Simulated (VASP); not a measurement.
Here is a VASP 6.6.1 calculation.

File POSCAR:

```
LiCl
1.0
    0.0000000000      2.5647700000      2.5647700000
    2.5647700000      0.0000000000      2.5647700000
    2.5647700000      2.5647700000      0.0000000000
Cl Li
1 1
Direct
    0.5000000000      0.5000000000      0.5000000000
    0.0000000000      0.0000000000      0.0000000000
```

Contents of INCAR.step1:

```
SYSTEM = LiCl
PREC     = Accurate       ! precision mode
ENCUT    = 520            ! plane-wave cutoff, eV
EDIFF    = 1E-5           ! SCF threshold, eV
ISMEAR   = -1             ! smearing method
SIGMA    = 0.05           ! smearing width, eV
LREAL    = .FALSE.        ! projectors in reciprocal space
LASPH    = .TRUE.         ! aspherical terms in the spheres
NELM     = 60             ! most SCF steps
ALGO     = Normal         ! electronic algorithm
ISIF     = 2              ! what is computed and relaxed
LWAVE    = .TRUE.         ! write WAVECAR
LCHARG   = .FALSE.        ! write CHGCAR
GGA      = PE             ! functional
NBANDS   = 12             ! bands
```

The input INCAR.step2:

```
SYSTEM = LiCl
PREC     = Accurate       ! precision mode
ENCUT    = 520            ! plane-wave cutoff, eV
EDIFF    = 1E-7           ! SCF threshold, eV
ISMEAR   = -1             ! smearing method
SIGMA    = 0.05           ! smearing width, eV
LREAL    = .FALSE.        ! projectors in reciprocal space
LASPH    = .TRUE.         ! aspherical terms in the spheres
NELM     = 60             ! most SCF steps
ALGO     = Normal         ! electronic algorithm
ISIF     = 2              ! what is computed and relaxed
LWAVE    = .FALSE.        ! write WAVECAR
LCHARG   = .FALSE.        ! write CHGCAR
GGA      = PE             ! functional
LHFCALC  = .TRUE.         ! exact exchange
AEXX     = 0.25           ! exact-exchange fraction
PRECFOCK = Normal       
ISTART   = 1            
NBANDS   = 12             ! bands
```

KPOINTS

```
regular mesh
0
G
  5 5 5
  0 0 0
```

Potentials or basis: VASP PAW PBE potentials, release 64 (Cl, Li_sv).

Launch:

```bash
$ cat potpaw_PBE.64/Cl/POTCAR potpaw_PBE.64/Li_sv/POTCAR > POTCAR
$ cp INCAR.step1 INCAR
$ mpirun -np 1 vasp_std > vasp.out
$ cp INCAR.step2 INCAR
$ mpirun -np 1 vasp_std > vasp.out
```

(1) What does it give for the band gap on the k mesh?

## Answers

(1) 8.47 eV.

Caveat: the k points lie up to 0.42 Å⁻¹ apart.
